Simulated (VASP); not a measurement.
# In (Im-3m) in VASP: further runs

Runs on In. Level: PBE. Tasks: single point.

Program: VASP 6.6.1. These are calculated values, not measurements. Logs are shortened: lines on timing, memory, paths and dates and some standing lists are left out, and cuts for length are marked.

## 1. The cell of the first run

It takes space group Im-3m (No. 229, cubic). The conventional cell has a = 3.662 Å, b = 3.662 Å, c = 3.662 Å, α = 90.00°, β = 90.00°, γ = 90.00°. In (site symmetry m-3m) has 14 In at 3.17 to 3.66 Å within 4.2 Å.

## 2. Single point, PBE

INCAR reads:

```
ALGO = Normal
EDIFF = 1E-6
ENCUT = 520
GGA = PE
ISIF = 2
ISMEAR = -1
LASPH = T
LCHARG = F
LREAL = F
LWAVE = F
NBANDS = 12
NELM = 60
PREC = Accurate
SIGMA = 0.05
```

KPOINTS reads:

```
k-points
0
Gamma
  9 9 9
```

POSCAR reads:

```
In
1.0
   -1.8309227801      1.8309227801      1.8309227801
    1.8309227801     -1.8309227801      1.8309227801
    1.8309227801      1.8309227801     -1.8309227801
In
1
Direct
    0.0000000000      0.0000000000      0.0000000000
```

Potentials or basis: VASP PAW PBE potentials, release 64 (In_d).

Started as:

```bash
$ cat potpaw_PBE.64/In_d/POTCAR > POTCAR
$ mpirun -np 1 vasp_std > vasp.out
```

OUTCAR:

```text
EDIFF = 1E-6
   ENCUT = 520
   GGA = PE
   ISIF = 2
   ISMEAR = -1
   LASPH = T
   LREAL = F
   NELM = 60
   PREC = Accurate

 ion  position               nearest neighbor table
   1  0.000  0.000  0.000-

  LATTYP: Found a body centered cubic cell.
 ALAT       =     3.6618455602

  Lattice vectors:

 A1 = (  -1.8309227801,   1.8309227801,   1.8309227801)
 A2 = (   1.8309227801,  -1.8309227801,   1.8309227801)
 A3 = (   1.8309227801,   1.8309227801,  -1.8309227801)

Analysis of symmetry for initial positions (statically):
=====================================================================
 Subroutine PRICEL returns:
 Original cell was already a primitive cell.

 Routine SETGRP: Setting up the symmetry group for a
 body centered cubic supercell.

 Subroutine GETGRP returns: Found 48 space group operations
 (whereof 48 operations were pure point group operations)
 out of a pool of 48 trial point group operations.

The static configuration has the point symmetry O_h .

Analysis of symmetry for dynamics (positions and initial velocities):
=====================================================================
 Subroutine PRICEL returns:
 Original cell was already a primitive cell.

 Routine SETGRP: Setting up the symmetry group for a
 body centered cubic supercell.

 Subroutine GETGRP returns: Found 48 space group operations
 (whereof 48 operations were pure point group operations)
 out of a pool of 48 trial point group operations.

The dynamic configuration has the point symmetry O_h .

 Subroutine INISYM returns: Found 48 space group operations
 (whereof 48 operations are pure point group operations),
 and found     1 'primitive' translations

----------------------------------------------------------------------------------------

                                     Primitive cell

  volume of cell :      24.5511

  direct lattice vectors                    reciprocal lattice vectors
    -1.830922780  1.830922780  1.830922780     0.000000000  0.273086340  0.273086340
     1.830922780 -1.830922780  1.830922780     0.273086340  0.000000000  0.273086340
     1.830922780  1.830922780 -1.830922780     0.273086340  0.273086340  0.000000000

  length of vectors
     3.171251280  3.171251280  3.171251280     0.386202405  0.386202405  0.386202405

  position of ions in fractional coordinates (direct lattice)
     0.000000000  0.000000000  0.000000000

  ion indices of the primitive-cell ions
   primitive index   ion index
                 1           1

----------------------------------------------------------------------------------------

 KPOINTS: k-points

Automatic generation of k-mesh.
 Grid dimensions read from file:
 generate k-points for:    9    9    9

 Generating k-lattice:

  Cartesian coordinates                     Fractional coordinates (reciprocal lattice)
     0.000000000  0.030342927  0.030342927     0.111111111  0.000000000  0.000000000
     0.030342927  0.000000000  0.030342927     0.000000000  0.111111111  0.000000000
     0.030342927  0.030342927  0.000000000     0.000000000  0.000000000  0.111111111

  Length of vectors
     0.042911378  0.042911378  0.042911378

  Shift w.r.t. Gamma in fractional coordinates (k-lattice)
     0.000000000  0.000000000  0.000000000

 Subroutine IBZKPT returns following result:
 ===========================================

 Found     35 irreducible k-points:

 Following reciprocal coordinates:
            Coordinates               Weight
  0.000000  0.000000  0.000000      1.000000
  0.111111  0.000000  0.000000     12.000000
  0.222222  0.000000  0.000000     12.000000
  0.333333  0.000000  0.000000     12.000000
  0.444444  0.000000  0.000000     12.000000
  0.111111  0.111111  0.000000     24.000000
[... 16 lines left out ...]
 -0.333333  0.444444  0.111111     48.000000
 -0.444444 -0.444444  0.111111     24.000000
 [... further k-points ...]
   k-points           NKPTS =     35   k-points in BZ     NKDIM =     35   number of bands    NBANDS=     12
   number of dos      NEDOS =    301   number of ions     NIONS =      1
   total plane-waves  NPLWV =  13824
   dimension x,y,z NGX =    24 NGY =   24 NGZ =   24
   dimension x,y,z NGXF=    48 NGYF=   48 NGZF=   48
   ions per type =               1
   NGX,Y,Z   is equivalent  to a cutoff of  12.58, 12.58, 12.58 a.u.
   NGXF,Y,Z  is equivalent  to a cutoff of  25.16, 25.16, 25.16 a.u.
 SYSTEM =  unknown system
   PREC   = accura    normal or accurate (medium, high low for compatibility)
   ISTART =      0    job   : 0-new  1-cont  2-samecut
   ICHARG =      2    charge: 1-file 2-atom 10-const
   ISPIN  =      1    spin polarized calculation?
   LNONCOLLINEAR =      F non collinear calculations
   LSORBIT =      F    spin-orbit coupling
   LASPH  =      T    aspherical Exc in radial PAW
   ENCUT  =  520.0 eV  38.22 Ry    6.18 a.u.   5.90  5.90  5.90*2*pi/ulx,y,z
   NELM   =     60;   NELMIN=  2; NELMDL= -5     # of ELM steps
   EDIFF  = 0.1E-05   stopping-criterion for ELM
   LREAL  =      F    real-space projection
   EDIFFG = 0.1E-04   stopping-criterion for IOM
   NSW    =      0    number of steps for IOM
   IBRION =     -1    ionic relax: 0-MD 1-quasi-New 2-CG
   NFREE  =      0    steps in history (QN), initial steepest desc. (CG)
   ISIF   =      2    stress and relaxation
   ISYM   =      2    0-nonsym 1-usesym 2-fastsym
   POTIM  = 0.5000    time-step for ionic-motion
   TEBEG  =    0.0;   TEEND  =   0.0 temperature during run
   PSTRESS=    0.0 pullay stress
   NELECT =      13.0000    total number of electrons
   NUPDOWN=      -1.0000    fix difference up-down
   EMIN   =  10.00;   EMAX   =-10.00  energy-range for DOS
   EFERMI =   0.00;   METHOD = LEGACY
   ISMEAR =    -1;   SIGMA  =   0.05  broadening in eV -4-tet -1-fermi 0-gaus
   EFERMI_NEDOS =   21; number of points for ismear=-14 and -15
   IALGO  =     38    algorithm
   IMIX   =      4    mixing-type and parameters
     AMIX     =   0.40;   BMIX     =  1.00
     AMIX_MAG =   1.60;   BMIX_MAG =  1.00
  volume/ion in A,a.u.               =      24.55       165.68
  Fermi-wavevector in a.u.,A,eV,Ry     =   1.324441  2.502830 23.866575  1.754144
  Thomas-Fermi vector in A             =   2.453975
   LORBIT       =      0    0 simple, 1 ext, 2 COOP (PROOUT), +10 PAW based schemes
   GGA     = PE    functional components
   LHFCALC =     F    Hartree Fock is set to
   AEXX    =    0.0000 exact exchange contribution
   IVDW    =     0    specifies the selected vdW correction
   LEPSILON=     F    determine dielectric tensor
   LRPA    =     F    only Hartree local field effects (RPA)
 non-spin polarized calculation
  energy-cutoff  :      520.00
  volume of cell :       24.55
 maximum number of plane-waves:       682
   NGX = 11   NGY = 11   NGZ = 11

 number of electron      12.9999998 magnetization

 Free energy of the ion-electron system (eV)
  ---------------------------------------------------
  ext. energy  EPLUGINS =         0.00000000
  ---------------------------------------------------
  free energy    TOTEN  =        -2.49255928 eV

  energy without entropy =       -2.48351271  energy(sigma->0) =       -2.48803600

 E-fermi :   8.4045     XC(G=0): -10.5602

 val. band max:        8.3925519871   @ k =  -0.3333  -0.4444   0.1111
 cond. band min:       8.4233532169   @ k =  -0.3333   0.4444   0.1111
 fundamental gap:      0.0308012298
 Fermi energy:         8.4045315458

 k-point     1 :       0.0000    0.0000    0.0000
  band No.  band energies     occupation
      1      -6.4909      2.00000
      2      -6.4909      2.00000
      3      -6.4909      2.00000
      4      -6.1646      2.00000
      5      -6.1646      2.00000
      6      -1.7205      2.00000
      7      20.1195      0.00000
      8      20.1195      0.00000
      9      20.1195      0.00000
     10      21.4683      0.00000
     11      21.4683      0.00000
     12      21.4683      0.00000

 k-point     2 :       0.1111    0.0000    0.0000
  band No.  band energies     occupation
      1      -6.5068      2.00000
      2      -6.4783      2.00000
      3      -6.4319      2.00000
      4      -6.1810      2.00000
      5      -6.1650      2.00000
      6      -1.4189      2.00000
      7      17.3577      0.00000
      8      18.8193      0.00000
      9      19.2707      0.00000
     10      20.5317      0.00000
     11      20.7437      0.00000
     12      21.4841      0.00000

 k-point     3 :       0.2222    0.0000    0.0000
  band No.  band energies     occupation
      1      -6.5470      2.00000
      2      -6.4689      2.00000
      3      -6.2790      2.00000
      4      -6.2080      2.00000
      5      -6.1656      2.00000
      6      -0.4983      2.00000
      7      13.2264      0.00000
      8      16.9033      0.00000
      9      17.7328      0.00000
     10      19.7497      0.00000
     11      19.7832      0.00000
     12      22.4056      0.00000

 k-point     4 :       0.3333    0.0000    0.0000
  band No.  band energies     occupation
      1      -6.5924      2.00000
      2      -6.5037      2.00000
      3      -6.2036      2.00000
      4      -6.1657      2.00000
      5      -6.0985      2.00000
      6       1.0597      2.00000
      7       9.4017      0.00000
      8      15.4101      0.00000
      9      16.5439      0.00000
     10      19.1168      0.00000
     11      19.2357      0.00000
     12      23.9869      0.00000

 k-point     5 :       0.4444    0.0000    0.0000
  band No.  band energies     occupation
      1      -6.6219      2.00000
      2      -6.5463      2.00000
      3      -6.1853      2.00000
      4      -6.1653      2.00000
      5      -5.9765      2.00000
      6       3.2394      2.00000
      7       6.0690      2.00000
      8      14.6053      0.00000
      9      15.9206      0.00000
     10      18.7858      0.00000
     11      18.9996      0.00000
     12      25.8696      0.00000

 k-point     6 :       0.1111    0.1111    0.0000
  band No.  band energies     occupation
      1      -6.5176      2.00000
      2      -6.4793      2.00000
      3      -6.3293      2.00000
      4      -6.2048      2.00000
      5      -6.1661      2.00000
      6      -0.8068      2.00000
      7      15.0666      0.00000
      8      15.9142      0.00000
      9      17.7574      0.00000
     10      20.7379      0.00000
     11      20.9429      0.00000
     12      22.1729      0.00000

 k-point     7 :       0.2222    0.1111   -0.0000
  band No.  band energies     occupation
      1      -6.5548      2.00000
      2      -6.4738      2.00000
      3      -6.2205      2.00000
      4      -6.1922      2.00000
      5      -6.1592      2.00000
      6       0.4356      2.00000
      7      11.4052      0.00000
      8      14.0988      0.00000
      9      16.3825      0.00000
     10      20.0516      0.00000
     11      21.7139      0.00000
     12      22.3565      0.00000

 k-point     8 :       0.3333    0.1111    0.0000
  band No.  band energies     occupation
      1      -6.5904      2.00000
      2      -6.5017      2.00000
      3      -6.2015      2.00000
      4      -6.1769      2.00000
      5      -6.0463      2.00000
      6       2.3070      2.00000
      7       7.8726      1.99995
      8      13.0867      0.00000
      9      15.4799      0.00000
     10      19.5615      0.00000
     11      21.5583      0.00000
     12      23.5740      0.00000
[... 166 lines left out ...]
 k-point    20 :      -0.3333    0.3333    0.1111
  band No.  band energies     occupation
      1      -6.5279      2.00000
      2      -6.4674      2.00000
      3      -6.2520      2.00000
      4      -6.1918      2.00000
      5      -6.1066      2.00000
      6       1.3637      2.00000
      7       9.6773      0.00000
      8      14.2375      0.00000
      9      15.4961      0.00000
     10      19.7558      0.00000
     11      20.6629      0.00000
     12      21.5931      0.00000

 k-point    21 :      -0.2222    0.3333    0.1111
  band No.  band energies     occupation
      1      -6.4798      2.00000
      2      -6.4125      2.00000
      3      -6.2793      2.00000
      4      -6.2276      2.00000
      5      -6.1605      2.00000
      6       1.0477      2.00000
      7      11.5770      0.00000
      8      12.5258      0.00000
      9      16.5166      0.00000
     10      18.0231      0.00000
     11      20.8154      0.00000
     12      24.2630      0.00000

 k-point    22 :      -0.4444    0.4444    0.1111
  band No.  band energies     occupation
      1      -6.5551      2.00000
      2      -6.5136      2.00000
      3      -6.2290      2.00000
      4      -6.2011      2.00000
      5      -5.9827      2.00000
      6       3.5319      2.00000
      7       6.3702      2.00000
      8      13.4973      0.00000
      9      14.9743      0.00000
     10      20.2602      0.00000
     11      20.3046      0.00000
     12      22.4754      0.00000

 k-point    23 :      -0.3333    0.4444    0.1111
  band No.  band energies     occupation
      1      -6.5020      2.00000
      2      -6.4418      2.00000
      3      -6.2746      2.00000
      4      -6.2196      2.00000
      5      -6.0478      2.00000
      6       2.9055      2.00000
      7       8.4234      0.81397
      8      11.2255      0.00000
      9      16.0674      0.00000
     10      18.9000      0.00000
     11      20.5132      0.00000
     12      24.0557      0.00000

 k-point    24 :      -0.4444   -0.4444    0.1111
  band No.  band energies     occupation
      1      -6.5150      2.00000
      2      -6.4568      2.00000
      3      -6.2921      2.00000
      4      -6.1946      2.00000
      5      -5.9977      2.00000
      6       5.0270      2.00000
      7       5.7690      2.00000
      8      10.8696      0.00000
      9      15.8173      0.00000
     10      19.4608      0.00000
     11      21.5459      0.00000
     12      21.7829      0.00000

 [... further k-points ...]
[... 5 lines left out ...]
  --------------------------------------------------------------------------------------
  -------------------------------------------------------------------------------------
  Total        0.9215294      0.9215294      0.9215294      0.0000000     -0.0000000      0.0000000
  in kB       60.1381002     60.1381002     60.1381002      0.0000000     -0.0000000      0.0000000
  external PRESSURE =      60.1381002 kB  Pullay stress =       0.0000000 kB

 VOLUME and BASIS-vectors are now :
 -----------------------------------------------------------------------------
  energy-cutoff  :      520.00
  volume of cell :       24.55
      direct lattice vectors                 reciprocal lattice vectors
    -1.830922780  1.830922780  1.830922780     0.000000000  0.273086340  0.273086340
     1.830922780 -1.830922780  1.830922780     0.273086340  0.000000000  0.273086340
     1.830922780  1.830922780 -1.830922780     0.273086340  0.273086340  0.000000000

 POSITION                                       TOTAL-FORCE (eV/Angst)
 -----------------------------------------------------------------------------------
      0.00000      0.00000      0.00000         0.000000      0.000000      0.000000
 -----------------------------------------------------------------------------------
    total drift:                                0.000000      0.000000      0.000000

  FREE ENERGIE OF THE ION-ELECTRON SYSTEM (eV)
  ---------------------------------------------------
  free  energy   TOTEN  =        -2.4925592772 eV

  energy  without entropy=       -2.4835127145  energy(sigma->0) =       -2.48803600
```

Wall time 3.2 s (1 thread of Intel Xeon 6975P-C (Granite Rapids), shared host); peak memory 0.13 GiB.

What came out:

```
Free energy : -2.4926 eV
Pressure    : 6.0 GPa
```

Caveat: spin-orbit coupling is left out, which moves the levels of the heavy elements.

## 3. Single point, PBE

This run uses another cell than the first one, of 26.69 Å³/atom, 1.087 times its volume.

INCAR reads:

```
ALGO     = Normal         # electronic algorithm
EDIFF    = 1E-6           # SCF threshold, eV
ENCUT    = 520            # plane-wave cutoff, eV
GGA      = PE             # functional
ISIF     = 2              # what is computed and relaxed
ISMEAR   = -1             # smearing method
LASPH    = True           # aspherical terms in the spheres
LCHARG   = True           # write CHGCAR
LELF     = True           # ELF
LREAL    = False          # projectors in reciprocal space
LVHAR    = True         
LWAVE    = False          # write WAVECAR
NBANDS   = 12             # bands
NELM     = 80             # most SCF steps
PREC     = Accurate       # precision mode
SIGMA    = 0.05           # smearing width, eV
```

KPOINTS is that of step 2.

POSCAR reads:

```
In
1.0
   -1.8825250000      1.8825250000      1.8825250000
    1.8825250000     -1.8825250000      1.8825250000
    1.8825250000      1.8825250000     -1.8825250000
In
1
Direct
    0.0000000000      0.0000000000      0.0000000000
```

Potentials or basis: VASP PAW PBE potentials, release 64 (In_d).

Started as:

```bash
$ cat potpaw_PBE.64/In_d/POTCAR > POTCAR
$ mpirun -np 1 vasp_std > vasp.out
```

Wall time 3.2 s (1 thread of Intel Xeon 6975P-C (Granite Rapids), shared host); peak memory 0.13 GiB.

Results (log left out):

```
Free energy : -2.5441 eV
Pressure    : 1.9 GPa
```

Levels at points of the mesh, in eV from the Fermi level:
```tsv
k point	band 2	band 3	band 4	band 5	band 6	band 7	band 8	band 9	band 10	band 11
(0.00, 0.00, 0.00)	-14.75	-14.75	-14.49	-14.49	-9.50	10.80	10.80	10.80	12.85	12.85
```

Caveat: spin-orbit coupling is left out, which moves the levels of the heavy elements.

## 4. Single point, PBE

This run uses another cell than the first one, of 27.75 Å³/atom, 1.130 times its volume.

INCAR reads:

```
ALGO = Normal
EDIFF = 1E-6
ENCUT = 520
GGA = PE
ISIF = 2
ISMEAR = -1
LASPH = True
LCHARG = False
LREAL = False
LWAVE = False
NBANDS = 12
NELM = 100
PREC = Accurate
SIGMA = 0.05
```

KPOINTS is that of step 3.

POSCAR reads:

```
In
1.0
   -1.9072979067      1.9072979067      1.9072979067
    1.9072979067     -1.9072979067      1.9072979067
    1.9072979067      1.9072979067     -1.9072979067
In
1
Direct
    0.0000000000      0.0000000000      0.0000000000
```

Started as:

```bash
$ cat potpaw_PBE.64/In_d/POTCAR > POTCAR
$ mpirun -np 1 vasp_std > vasp.out
```

It took 5.6 s on 1 thread of Intel Xeon 6975P-C (Granite Rapids), shared host; peak memory 0.15 GiB.

The run converged. Its results:

```
Free energy : -2.5517 eV
Pressure    : 0.3 GPa
```

Levels at points of the mesh, in eV from the Fermi level:
| k point | band 3 | band 4 | band 5 | band 6 | band 7 | band 8 | band 9 | band 10 |
| --- | --- | --- | --- | --- | --- | --- | --- | --- |
| (0.00, 0.00, 0.00) | -14.69 | -14.45 | -14.45 | -9.22 | 10.40 | 10.40 | 10.40 | 12.75 |

Caveat: spin-orbit coupling is left out, which moves the levels of the heavy elements.

(Continued in part 2 of 2.)
